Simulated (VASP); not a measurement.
# ZrZn (Pm-3m) in VASP: single point with LDA

Aim: the single point of ZrZn with LDA.

Everything below comes from runs of VASP 6.6.1. Logs are shortened: lines on timing, memory, paths and dates and some standing lists are left out, and cuts for length are marked.

**1. The cell of the first run**

Symmetry: Pm-3m, No. 221, cubic system. The conventional cell has a = 3.336 Å, b = 3.336 Å, c = 3.336 Å, α = 90.00°, β = 90.00°, γ = 90.00°. Within 3.8 Å of Zr (site symmetry m-3m) lie 8 Zn at 2.89 Å and 6 Zr at 3.34 Å. Within 3.8 Å of Zn (site symmetry m-3m) lie 8 Zr at 2.89 Å and 6 Zn at 3.34 Å.

**2. Single point, LDA**

INCAR

```
PREC = Accurate
ENCUT = 500
EDIFF = 1E-6
ISMEAR = 1
SIGMA = 0.01
LREAL = F
LASPH = T
NELM = 120
ALGO = Normal
ISIF = 2
LWAVE = F
LCHARG = F
NBANDS = 32
GGA_COMPAT = F
```

KPOINTS

```
Automatic mesh
0
Gamma
  3 6 6
```

POSCAR

```
ZrZn
1.0
    6.6720000000      0.0000000000      0.0000000000
    0.0000000000      3.3360000000      0.0000000000
    0.0000000000      0.0000000000      3.3360000000
Zr Zn
2 2
Direct
    0.2500000000      0.5000000000      0.5000000000
    0.7500000000      0.5000000000      0.5000000000
    0.0000000000      0.0000000000      0.0000000000
    0.5000000000      0.0000000000      0.0000000000
```

Potentials or basis: VASP PAW LDA potentials, release 64 (Zr_sv, Zn).

Command:

```sh
> cat potpaw_LDA.64/Zr_sv/POTCAR potpaw_LDA.64/Zn/POTCAR > POTCAR
> mpirun -np 1 vasp_std > vasp.out
```

OUTCAR:

```text
PREC = Accurate
   ENCUT = 500
   EDIFF = 1E-6
   ISMEAR = 1
   LREAL = F
   LASPH = T
   NELM = 120
   ISIF = 2

 ion  position               nearest neighbor table
   1  0.250  0.500  0.500-   3 2.89   4 2.89   3 2.89   4 2.89   3 2.89   4 2.89   3 2.89   4 2.89
                             2 3.34   2 3.34
   2  0.750  0.500  0.500-   3 2.89   4 2.89   3 2.89   4 2.89   3 2.89   4 2.89   3 2.89   4 2.89
                             1 3.34   1 3.34
   3  0.000  0.000  0.000-   1 2.89   2 2.89   1 2.89   2 2.89   1 2.89   2 2.89   1 2.89   2 2.89

   4  0.500  0.000  0.000-   1 2.89   2 2.89   1 2.89   2 2.89   1 2.89   2 2.89   1 2.89   2 2.89

  LATTYP: Found a simple tetragonal cell.
 ALAT       =     3.3360000000
 C/A-ratio  =     2.0000000000

  Lattice vectors:

 A1 = (   0.0000000000,   3.3360000000,   0.0000000000)
 A2 = (   0.0000000000,   0.0000000000,   3.3360000000)
 A3 = (   6.6720000000,   0.0000000000,   0.0000000000)

Analysis of symmetry for initial positions (statically):
=====================================================================
 Subroutine PRICEL returns following result:

  LATTYP: Found a simple cubic cell.
 ALAT       =     3.3360000000

  Lattice vectors:

 A1 = (   3.3360000000,   0.0000000000,   0.0000000000)
 A2 = (   0.0000000000,   3.3360000000,   0.0000000000)
 A3 = (   0.0000000000,   0.0000000000,   3.3360000000)

   2 primitive cells build up your supercell.

 Routine SETGRP: Setting up the symmetry group for a
 simple tetragonal supercell.

 Subroutine GETGRP returns: Found 16 space group operations
 (whereof 16 operations were pure point group operations)
 out of a pool of 16 trial point group operations.

The static configuration has the point symmetry D_4h.

Analysis of symmetry for dynamics (positions and initial velocities):
=====================================================================
 Subroutine PRICEL returns following result:

  LATTYP: Found a simple cubic cell.
 ALAT       =     3.3360000000

  Lattice vectors:

 A1 = (   3.3360000000,   0.0000000000,   0.0000000000)
 A2 = (   0.0000000000,   3.3360000000,   0.0000000000)
 A3 = (   0.0000000000,   0.0000000000,   3.3360000000)

   2 primitive cells build up your supercell.

 Routine SETGRP: Setting up the symmetry group for a
 simple tetragonal supercell.

 Subroutine GETGRP returns: Found 16 space group operations
 (whereof 16 operations were pure point group operations)
 out of a pool of 16 trial point group operations.

The dynamic configuration has the point symmetry D_4h.

 Subroutine INISYM returns: Found 16 space group operations
 (whereof 16 operations are pure point group operations),
 and found     2 'primitive' translations

----------------------------------------------------------------------------------------

                                     Primitive cell

  volume of cell :      37.1260

  direct lattice vectors                    reciprocal lattice vectors
     3.336000000  0.000000000  0.000000000     0.299760192  0.000000000  0.000000000
     0.000000000  3.336000000  0.000000000     0.000000000  0.299760192  0.000000000
     0.000000000  0.000000000  3.336000000     0.000000000  0.000000000  0.299760192

  length of vectors
     3.336000000  3.336000000  3.336000000     0.299760192  0.299760192  0.299760192

  position of ions in fractional coordinates (direct lattice)
     0.500000000  0.500000000  0.500000000
     0.000000000  0.000000000  0.000000000

  ion indices of the primitive-cell ions
   primitive index   ion index
                 1           1
                 2           3

----------------------------------------------------------------------------------------

 KPOINTS: Automatic mesh

Automatic generation of k-mesh.
 Grid dimensions read from file:
 generate k-points for:    3    6    6

 Generating k-lattice:

  Cartesian coordinates                     Fractional coordinates (reciprocal lattice)
     0.049960032  0.000000000  0.000000000     0.333333333  0.000000000  0.000000000
     0.000000000  0.049960032  0.000000000     0.000000000  0.166666667  0.000000000
     0.000000000  0.000000000  0.049960032     0.000000000  0.000000000  0.166666667

  Length of vectors
     0.049960032  0.049960032  0.049960032

  Shift w.r.t. Gamma in fractional coordinates (k-lattice)
     0.000000000  0.000000000  0.000000000

 Subroutine IBZKPT returns following result:
 ===========================================

 Found     20 irreducible k-points:

 Following reciprocal coordinates:
            Coordinates               Weight
  0.000000  0.000000  0.000000      1.000000
  0.333333  0.000000  0.000000      2.000000
  0.000000  0.166667  0.000000      4.000000
  0.333333  0.166667  0.000000      8.000000
  0.000000  0.333333  0.000000      4.000000
  0.333333  0.333333  0.000000      8.000000
[... 12 lines left out ...]
  0.000000  0.500000  0.500000      1.000000
  0.333333  0.500000  0.500000      2.000000
   k-points           NKPTS =     20   k-points in BZ     NKDIM =     20   number of bands    NBANDS=     32
   number of dos      NEDOS =    301   number of ions     NIONS =      4
   total plane-waves  NPLWV =  28800
   dimension x,y,z NGX =    50 NGY =   24 NGZ =   24
   dimension x,y,z NGXF=   100 NGYF=   48 NGZF=   48
   ions per type =               2   2
   NGX,Y,Z   is equivalent  to a cutoff of  12.46, 11.96, 11.96 a.u.
   NGXF,Y,Z  is equivalent  to a cutoff of  24.92, 23.92, 23.92 a.u.
 SYSTEM =  unknown system
   PREC   = accura    normal or accurate (medium, high low for compatibility)
   ISTART =      0    job   : 0-new  1-cont  2-samecut
   ICHARG =      2    charge: 1-file 2-atom 10-const
   ISPIN  =      1    spin polarized calculation?
   LNONCOLLINEAR =      F non collinear calculations
   LSORBIT =      F    spin-orbit coupling
   LASPH  =      T    aspherical Exc in radial PAW
   ENCUT  =  500.0 eV  36.75 Ry    6.06 a.u.  12.16  6.08  6.08*2*pi/ulx,y,z
   NELM   =    120;   NELMIN=  2; NELMDL= -5     # of ELM steps
   EDIFF  = 0.1E-05   stopping-criterion for ELM
   LREAL  =      F    real-space projection
   EDIFFG = 0.1E-04   stopping-criterion for IOM
   NSW    =      0    number of steps for IOM
   IBRION =     -1    ionic relax: 0-MD 1-quasi-New 2-CG
   NFREE  =      0    steps in history (QN), initial steepest desc. (CG)
   ISIF   =      2    stress and relaxation
   ISYM   =      2    0-nonsym 1-usesym 2-fastsym
   POTIM  = 0.5000    time-step for ionic-motion
   TEBEG  =    0.0;   TEEND  =   0.0 temperature during run
   PSTRESS=    0.0 pullay stress
   NELECT =      48.0000    total number of electrons
   NUPDOWN=      -1.0000    fix difference up-down
   EMIN   =  10.00;   EMAX   =-10.00  energy-range for DOS
   EFERMI =   0.00;   METHOD = LEGACY
   ISMEAR =     1;   SIGMA  =   0.01  broadening in eV -4-tet -1-fermi 0-gaus
   EFERMI_NEDOS =   21; number of points for ismear=-14 and -15
   IALGO  =     38    algorithm
   IMIX   =      4    mixing-type and parameters
     AMIX     =   0.40;   BMIX     =  1.00
     AMIX_MAG =   1.60;   BMIX_MAG =  1.00
  volume/ion in A,a.u.               =      18.56       125.27
  Fermi-wavevector in a.u.,A,eV,Ry     =   1.415530  2.674965 27.262352  2.003726
  Thomas-Fermi vector in A             =   2.536959
   LORBIT       =      0    0 simple, 1 ext, 2 COOP (PROOUT), +10 PAW based schemes
   GGA     = CA    functional components
   LHFCALC =     F    Hartree Fock is set to
   AEXX    =    0.0000 exact exchange contribution
   IVDW    =     0    specifies the selected vdW correction
   LEPSILON=     F    determine dielectric tensor
   LRPA    =     F    only Hartree local field effects (RPA)
 non-spin polarized calculation
 Methfessel and Paxton  Order N= 1 SIGMA  =   0.01
  energy-cutoff  :      500.00
  volume of cell :       74.25
 maximum number of plane-waves:      1920
 NGX is ok and might be reduce to    50
   NGX = 25   NGY = 13   NGZ = 13

 number of electron      47.9999960 magnetization

 Free energy of the ion-electron system (eV)
  ---------------------------------------------------
  ext. energy  EPLUGINS =         0.00000000
  ---------------------------------------------------
  free energy    TOTEN  =       -23.46819442 eV

  energy without entropy =      -23.46796519  energy(sigma->0) =      -23.46811801

 E-fermi :   6.5744     XC(G=0): -11.7206

 val. band max:        6.5712675817   @ k =   0.3333   0.5000   0.0000
 cond. band min:       6.7482214158   @ k =   0.0000   0.1667   0.1667
 fundamental gap:      0.1769538341
 Fermi energy:         6.5743824924

 k-point     1 :       0.0000    0.0000    0.0000
  band No.  band energies     occupation
      1     -42.0531      2.00000
      2     -42.0222      2.00000
      3     -20.4463      2.00000
      4     -20.0574      2.00000
      5     -20.0574      2.00000
      6     -20.0574      2.00000
[... 24 lines left out ...]
     31      11.6200      0.00000
     32      12.0284      0.00000

 k-point     2 :       0.3333    0.0000    0.0000
  band No.  band energies     occupation
      1     -42.0454      2.00000
      2     -42.0300      2.00000
      3     -20.3517      2.00000
      4     -20.1573      2.00000
      5     -20.0492      2.00000
      6     -20.0492      2.00000
[... 24 lines left out ...]
     31      10.7019      0.00000
     32      10.8334      0.00000

 k-point     3 :       0.0000    0.1667    0.0000
  band No.  band energies     occupation
      1     -42.0454      2.00000
      2     -42.0149      2.00000
      3     -20.4314      2.00000
      4     -20.1573      2.00000
      5     -20.1170      2.00000
      6     -20.0492      2.00000
[... 24 lines left out ...]
     31      10.8334      0.00000
     32      11.5658      0.00000

 k-point     4 :       0.3333    0.1667    0.0000
  band No.  band energies     occupation
      1     -42.0378      2.00000
      2     -42.0226      2.00000
      3     -20.3385      2.00000
      4     -20.1530      2.00000
      5     -20.1415      2.00000
      6     -20.1269      2.00000
[... 514 lines left out ...]
     31      10.8320      0.00000
     32      11.7021      0.00000

 k-point    19 :       0.0000    0.5000    0.5000
  band No.  band energies     occupation
      1     -41.9927      2.00000
      2     -41.9637      2.00000
      3     -20.3863      2.00000
      4     -20.3863      2.00000
      5     -20.3407      2.00000
      6     -20.3407      2.00000
[... 24 lines left out ...]
     31      11.4699      0.00000
     32      12.4261      0.00000

 k-point    20 :       0.3333    0.5000    0.5000
  band No.  band energies     occupation
      1     -41.9855      2.00000
      2     -41.9709      2.00000
      3     -20.3750      2.00000
      4     -20.3750      2.00000
      5     -20.3522      2.00000
      6     -20.3522      2.00000
[... 24 lines left out ...]
     31      11.3701      0.00000
     32      11.4929      0.00000

------------------------ aborting loop because EDIFF is reached ----------------------------------------

  FORCE on cell =-STRESS in cart. coord.  units (eV):
  Direction    XX          YY          ZZ          XY          YZ          ZX
  --------------------------------------------------------------------------------------
  -------------------------------------------------------------------------------------
  Total       -3.4062483     -3.4040872     -3.4040872      0.0000000      0.0000000      0.0000000
  in kB      -73.4985484    -73.4519184    -73.4519184      0.0000000      0.0000000      0.0000000
  external PRESSURE =     -73.4674618 kB  Pullay stress =       0.0000000 kB

 VOLUME and BASIS-vectors are now :
 -----------------------------------------------------------------------------
  energy-cutoff  :      500.00
  volume of cell :       74.25
      direct lattice vectors                 reciprocal lattice vectors
     6.672000000  0.000000000  0.000000000     0.149880096  0.000000000  0.000000000
     0.000000000  3.336000000  0.000000000     0.000000000  0.299760192  0.000000000
     0.000000000  0.000000000  3.336000000     0.000000000  0.000000000  0.299760192

 POSITION                                       TOTAL-FORCE (eV/Angst)
 -----------------------------------------------------------------------------------
      1.66800      1.66800      1.66800         0.000000      0.000000     -0.000000
      5.00400      1.66800      1.66800         0.000000      0.000000     -0.000000
      0.00000      0.00000      0.00000         0.000000     -0.000000      0.000000
      3.33600      0.00000      0.00000         0.000000     -0.000000      0.000000
 -----------------------------------------------------------------------------------
    total drift:                                0.000000      0.000000     -0.000000

  FREE ENERGIE OF THE ION-ELECTRON SYSTEM (eV)
  ---------------------------------------------------
  free  energy   TOTEN  =       -23.4681944188 eV

  energy  without entropy=      -23.4679651887  energy(sigma->0) =      -23.46811801
```

Run time: 35 s. Hardware: 1 thread of Intel Xeon Platinum 8259CL at 2.50GHz (Skylake/Cascade Lake), shared host; peak memory 0.17 GiB.

What came out:

- Free energy: -23.4682 eV
- Pressure: -7.3 GPa
- Band gap on the k mesh: zero (bands 24 and 25 overlap by 0.21 eV)

Levels at points of the mesh, in eV from the Fermi level:
```
           k point  band 22  band 23  band 24  band 25  band 26  band 27
(0.00, 0.00, 0.00)    -0.87    -0.87    -0.59     0.68     0.68     3.41
(0.00, 0.50, 0.00)    -0.59    -0.41    -0.22    -0.22     0.68     0.68
(0.00, 0.50, 0.50)    -2.68    -0.41    -0.22    -0.22     0.27     2.03
```

Caveat: the cell stands under tension.
